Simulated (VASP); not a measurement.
Here is a VASP 6.6.1 calculation.

INCAR

```
SYSTEM = TiO2
PREC = Accurate
ENCUT = 520
EDIFF = 1E-7
ISMEAR = 0
SIGMA = 0.05
LREAL = .False.
LASPH = .True.
NELM = 80
ALGO = Normal
ISIF = 2
LWAVE = .False.
LCHARG = .True.
GGA = PE
LELF = .True.
LVHAR = .True.
NBANDS = 33
```

Contents of KPOINTS:

```
Automatic mesh
0
Gamma
  8 8 10
  0 0 0
```

File POSCAR:

```
TiO2
1.0
    4.2655035135      0.0000000000      0.0000000000
    0.0000000000      4.2655035135      0.0000000000
    0.0000000000      0.0000000000      2.9504487803
Ti O
2 4
Direct
    0.0000000000      0.0000000000      0.0000000000
    0.5000000000      0.5000000000      0.5000000000
    0.3050970583      0.3050970583      0.0000000000
    0.1949029417      0.8050970583      0.5000000000
    0.6949029417      0.6949029417      0.0000000000
    0.8050970583      0.1949029417      0.5000000000
```

Potentials or basis: VASP PAW PBE potentials, release 64 (Ti_sv, O).

Run with:

```sh
$ cat potpaw_PBE.64/Ti_sv/POTCAR potpaw_PBE.64/O/POTCAR > POTCAR
$ mpirun -np 1 vasp_std > vasp.out
```

**Question.** What does it give for the band gap on the k mesh?

**Answer.** 2.20 eV.

**Question.** What does it give for the pressure?

**Answer.** 53.7 GPa.

**Question.** Predict the largest force.

**Answer.** 0.362 eV/Å.

Stress tensor (GPa, compression positive):
```
58.12  0.00  0.00
 0.00 58.12  0.00
 0.00  0.00 44.79
```

Caveat: the cell stands under pressure. As with any semilocal functional, this PBE gap is likely too small.
